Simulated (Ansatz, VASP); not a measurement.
## Two plane-wave programs on CsN

Contents of INCAR:

```
  PREC = Accurate
  ENCUT = 520
  EDIFF = 1E-7
  ISMEAR = 0
  SIGMA = 0.1
  LREAL = False
  LASPH = True
  NELM = 80
  ALGO = Normal
  ISIF = 2
  LWAVE = False
  LCHARG = False
  GGA = PE
  NBANDS = 14
```

Contents of KPOINTS:

```
regular mesh
0
Gamma
  6 6 4
```

POSCAR

```
CsN
1.0
    4.3890000000      0.0000000000      0.0000000000
   -2.1945000000      3.8009855000      0.0000000000
    0.0000000000      0.0000000000      4.2279512800
Cs N
1 1
Direct
    0.6666666700      0.3333333300      0.5000000000
    0.0000000000      0.0000000000      0.0000000000
```

Input for Ansatz:

```yaml
crystal:
  lattice:
    - [4.389, 0.0, 0.0]
    - [-2.1945, 3.8009855, 0.0]
    - [0.0, 0.0, 4.22795128]
  atoms:
    - { symbol: Cs, position: [0.66666667, 0.33333333, 0.5] }
    - { symbol: "N", position: [0.0, 0.0, 0.0] }
basis:
  ecutwfc: 420
kpoints:
  mp_grid: { grid: [6, 6, 4] }
hamiltonian:
  xc: pbe
scf:
  occupations: { method: gaussian, width: 0.1 }
  lower_state_search: "off"
output:
  forces: true
  stress: true
  eigenvalues: true
```

Alike in both runs: task single point; functional PBE; k mesh 6 × 6 × 4; occupations gaussian, width 0.1 eV; no spin polarisation.

|  | VASP | Ansatz |
| --- | --- | --- |
| version | VASP 6.6.1 | Ansatz 0.2.0 |
| potentials or method | VASP PAW PBE potentials, release 64 (Cs_sv, N), cutoff 520 eV | scalar-relativistic, plane waves, PAW |
| valence electrons in the cell | 14 | 14 |

|  | VASP | Ansatz | Ansatz less VASP |
| --- | --- | --- | --- |
| gap on the k mesh at the Fermi level (eV) | none | none | - |
| pressure (GPa) | -2.0 | -2.0 | -0.04 |
| traceless stress, the component that is largest in VASP (GPa) | -1.07 | -1.08 | -0.009 |

A gap of «none» marks a metal or a gap that the smearing closes.

The k mesh is coarse, so the values compare programs but aren't converged. Neither program's run includes spin-orbit coupling.
